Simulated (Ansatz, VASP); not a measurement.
# Two plane-wave programs on Cs2AgBiBr6

INCAR

```
PREC = Accurate ; ENCUT = 520
EDIFF = 1E-7 ; ISMEAR = 0
SIGMA = 0.01 ; LREAL = F
LASPH = T ; NELM = 80
ALGO = Normal ; ISIF = 2
LWAVE = F ; LCHARG = T
GGA = PS ; LELF = T
LVHAR = T ; NBANDS = 54
```

File KPOINTS:

```
Automatic mesh
0
Gamma
  4 4 4
```

File POSCAR:

```
Cs2AgBiBr6
1.0
    0.0000000000      5.6161000000      5.6161000000
    5.6161000000      0.0000000000      5.6161000000
    5.6161000000      5.6161000000      0.0000000000
Bi Cs Ag Br
1 2 1 6
Direct
    0.0000000000      0.0000000000      0.0000000000
    0.7500000000      0.7500000000      0.7500000000
    0.2500000000      0.2500000000      0.2500000000
    0.5000000000      0.5000000000      0.5000000000
    0.7494500000      0.7494500000      0.2505500000
    0.2505500000      0.2505500000      0.7494500000
    0.7494500000      0.2505500000      0.2505500000
    0.7494500000      0.2505500000      0.7494500000
    0.2505500000      0.7494500000      0.7494500000
    0.2505500000      0.7494500000      0.2505500000
```

Contents of input.yaml:

```yaml
crystal:
  lattice:
    - [0.0, 5.6161, 5.6161]
    - [5.6161, 0.0, 5.6161]
    - [5.6161, 5.6161, 0.0]
  atoms:
    - { symbol: Bi, position: [0.0, 0.0, 0.0] }
    - { symbol: Cs, position: [0.75, 0.75, 0.75] }
    - { symbol: Cs, position: [0.25, 0.25, 0.25] }
    - { symbol: Ag, position: [0.5, 0.5, 0.5] }
    - { symbol: Br, position: [0.74945, 0.74945, 0.25055] }
    - { symbol: Br, position: [0.25055, 0.25055, 0.74945] }
    - { symbol: Br, position: [0.74945, 0.25055, 0.25055] }
    - { symbol: Br, position: [0.74945, 0.25055, 0.74945] }
    - { symbol: Br, position: [0.25055, 0.74945, 0.74945] }
    - { symbol: Br, position: [0.25055, 0.74945, 0.25055] }
kpoints:
  mp_grid: { grid: [4, 4, 4] }
  band_path:
    path:
      - [0.0, 0.0, 0.0]
      - [0.5, 0.0, 0.5]
      - [0.625, 0.25, 0.625]
      - [0.375, 0.375, 0.75]
      - [0.5, 0.5, 0.5]
      - [0.5, 0.25, 0.75]
      - [0.0, 0.5, 0.5]
      - [0.0, 0.0, 0.5]
      - [0.5, 0.4, 0.6]
    npoints: 1
hamiltonian:
  xc: pbesol
scf:
  occupations: { method: fixed }
  n_extra_bands: 6
output:
  forces: true
  stress: true
  eigenvalues: true
```

Alike in both runs: functional PBEsol; k mesh 4 × 4 × 4; no spin polarisation.

```csv
,VASP,Ansatz
version,VASP 6.6.1,Ansatz 0.2.0
potentials or method,"VASP PAW PBE potentials, release 64 (Bi_d, Cs_sv, Ag, Br)",Ansatz PAW
plane-wave cutoff (eV),520,420
occupations,"gaussian, width 0.01 eV",fixed
valence electrons in the cell,86,94
task,single point,band structure
```

```tsv
	VASP	Ansatz	Ansatz less VASP
gap on the k mesh at the Fermi level (eV)	1.17	1.17	-0.003
least direct gap on the mesh (eV)	2.39	2.39	-0.002
pressure (GPa)	0.0	0.0	-0.01
rms of the force components (eV/Å)	0.138	0.135	-0.0028
```

VASP's potentials were made for PBE, not for PBEsol. Atom by atom the forces differ by 0.003 eV/Å (rms over components). VASP's potentials hold 86 valence electrons a cell and Ansatz's 94, so a difference there can come from the potentials and not from the codes.

Neither program's run includes spin-orbit coupling.
